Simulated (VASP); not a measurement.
Crystal: Ta.

```
Ta
1.0
     4.16000    0.00000    0.00000
     0.00000    4.16000    0.00000
     0.00000    0.00000    4.16000
Ta
4
Direct
  0.00000 0.00000 0.00000
  0.00000 0.50000 0.50000
  0.50000 0.00000 0.50000
  0.50000 0.50000 0.00000
```

```yaml
Program: VASP 6.6.1
Task: relaxation of cell and atoms
Functional: PBEsol
Potentials_or_basis: VASP PAW PBE potentials, release 64 (Ta_pv)
Cutoff: 600 eV
k_mesh: 4 × 4 × 4
Occupations: fermi-dirac, width 0.1 eV
Spin: no spin polarisation
```

At the start: pressure 3.6 GPa; volume 18.00 Å³/atom.

**Question.** Where does the relaxation end?

**Answer.** Over 3 steps the energy falls by 3.7 meV/atom and the volume is 18.34 Å³/atom (+1.9 %); space group Fm-3m (No. 225, to 0.05 Å).

Step by step:
```csv
step,energy change (eV),largest force (eV/Å),pressure (GPa),volume (Å³)
1,0.0000,0.0000,3.64,71.99
2,0.0556,0.0000,-7.32,76.33
3,-0.0149,0.0000,-0.03,73.34
```

Final structure:
```
Ta
1.0
     4.18586    0.00000    0.00000
     0.00000    4.18586    0.00000
     0.00000    0.00000    4.18586
Ta
4
Direct
  0.00000 0.00000 0.00000
  0.00000 0.50000 0.50000
  0.50000 0.00000 0.50000
  0.50000 0.50000 0.00000
```

Caveat: the k points lie up to 0.38 Å⁻¹ apart in the final cell; the PAW data sets were made with another functional, which shifts forces and pressure a little.
